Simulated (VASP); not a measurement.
LiF, 2 atoms in the cell. It takes space group R-3m (No. 166, trigonal). The conventional cell has a = 2.862 Å, b = 2.862 Å, c = 6.907 Å, α = 90.00°, β = 90.00°, γ = 120.00°. Li (site symmetry -3m) has 6 F at 2.01 Å within 2.7 Å. F (site symmetry -3m) has 6 Li at 2.01 Å within 2.7 Å.  This cell differs from its parent crystal: equal xy, yz and zx shear strains of -1 %.

| Item | Value |
| --- | --- |
| Program | VASP 6.6.1 |
| Task | single point |
| Functional | LDA |
| Potentials or basis | VASP PAW LDA potentials, release 64 (Li_sv, F) |
| Cutoff | 520 eV |
| k mesh | 10 × 10 × 10 |
| Occupations | fermi-dirac, width 0.03 eV |
| Spin | no spin polarisation |
| Dipole correction | no |
| Further INCAR settings | ALGO = Normal; EDIFF = 1e-07; NBANDS = 12 |

Potentials or basis: VASP PAW LDA potentials, release 64 (Li_sv, F).

Run with:

```console
$ cat potpaw_LDA.64/Li_sv/POTCAR potpaw_LDA.64/F/POTCAR > POTCAR
$ mpirun -np 1 vasp_std > vasp.out
```

Hardware: 1 thread of Intel(R) Xeon(R) Platinum 8259CL CPU @ 2.50GHz (Skylake/Cascade Lake), on a shared host.

Task: How long does it take, and how much memory?

Result: Run time: 20 s on 1 thread of Intel(R) Xeon(R) Platinum 8259CL CPU @ 2.50GHz (Skylake/Cascade Lake), with other jobs on the host, peak memory 0.13 GiB. Counts: scf iterations 12, k points 116.
